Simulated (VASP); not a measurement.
KTlCr2F6, 10 atoms in the cell. The structure is cubic, space group Fm-3m (No. 225). Conventional cell: a = 8.222 Å, b = 8.222 Å, c = 8.222 Å, α = 90.00°, β = 90.00°, γ = 90.00°. Within 2.6 Å of F (site symmetry 4mm) lie 1 Tl at 1.93 Å and 1 K at 2.18 Å. K (site symmetry m-3m) has 6 F at 2.18 Å within 2.9 Å. Cr (site symmetry -43m) has 12 F at 2.91 Å and 4 K at 3.56 Å and 4 Tl at 3.56 Å within 3.8 Å. Tl (site symmetry m-3m) has 6 F at 1.93 Å within 2.6 Å. 

- Program: VASP 6.6.1
- Task: single point
- Functional: r2SCAN
- Potentials or basis: VASP PAW PBE potentials, release 64 (F, K_sv, Cr_pv, Tl_d)
- Cutoff: 520 eV
- k mesh: 4 × 4 × 4
- Occupations: fermi-dirac, width 0.0699 eV
- Spin: no spin polarisation
- Dipole correction: no
- Further INCAR settings: ALGO = Normal; EDIFF = 1e-06; NBANDS = 55

Potentials or basis: VASP PAW PBE potentials, release 64 (F, K_sv, Cr_pv, Tl_d).

Run with:

```sh
$ cat potpaw_PBE.64/F/POTCAR potpaw_PBE.64/K_sv/POTCAR potpaw_PBE.64/Cr_pv/POTCAR potpaw_PBE.64/Tl_d/POTCAR > POTCAR
$ cp INCAR.step1 INCAR
$ mpirun -np 1 vasp_std > vasp.out
$ cp INCAR.step2 INCAR
$ mpirun -np 1 vasp_std > vasp.out
```

Hardware: 1 thread of AMD EPYC 7R43 64-Core Processor (Zen 3), on a shared host.

Question: Estimate the wall time of this run.

Answer: Run time: 11 min on 1 thread of AMD EPYC 7R43 64-Core Processor (Zen 3), with other jobs on the host, peak memory 0.35 GiB. Counts: k points 8.
